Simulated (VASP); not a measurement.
WSe:

```
CELL_PARAMETERS angstrom
0.00000 2.52029 2.52029
2.52029 0.00000 2.52029
2.52029 2.52029 0.00000
ATOMIC_POSITIONS crystal
W 0.00000 0.00000 0.00000
Se 0.50000 0.50000 0.50000
```

- Program: VASP 6.6.1
- Task: relaxation of cell and atoms
- Functional: r2SCAN
- Potentials or basis: VASP PAW PBE potentials, release 64 (W_sv, Se)
- Cutoff: 600 eV
- k mesh: 6 × 6 × 6
- Occupations: gaussian, width 0.1 eV
- Spin: collinear spin, ferromagnetic start
- Starting moments: [2.74, 0.0] μB
- Hubbard terms: W d U = 6.2 eV

At the start: pressure 51.9 GPa; volume 16.01 Å³/atom.

Task: How do energy, volume and symmetry change on relaxing?

Result: Over 3 steps the energy falls by 761.5 meV/atom and the volume is 22.57 Å³/atom (+41.0 %); space group Fm-3m (No. 225, to 0.05 Å); moment 3.97 μB per cell.

The path:
| step | energy change (eV) | largest force (eV/Å) | pressure (GPa) | volume (Å³) |
| --- | --- | --- | --- | --- |
| 1 | 0.0000 | 0.0000 | 51.85 | 32.02 |
| 2 | -0.5701 | 0.0000 | -12.56 | 62.52 |
| 3 | -1.5231 | 0.0000 | -0.06 | 45.14 |

Final structure:
```
W Se
1.0
     0.00000    2.82608    2.82608
     2.82608    0.00000    2.82608
     2.82608    2.82608    0.00000
W Se
1 1
Direct
  0.00000 0.00000 0.00000
  0.50000 0.50000 0.50000
```

Caveat: the electronic state changed during the relaxation; the volume moved by over 15 % at a fixed basis, so the end points are rough; the PAW data sets were made with another functional, which shifts forces and pressure a little.
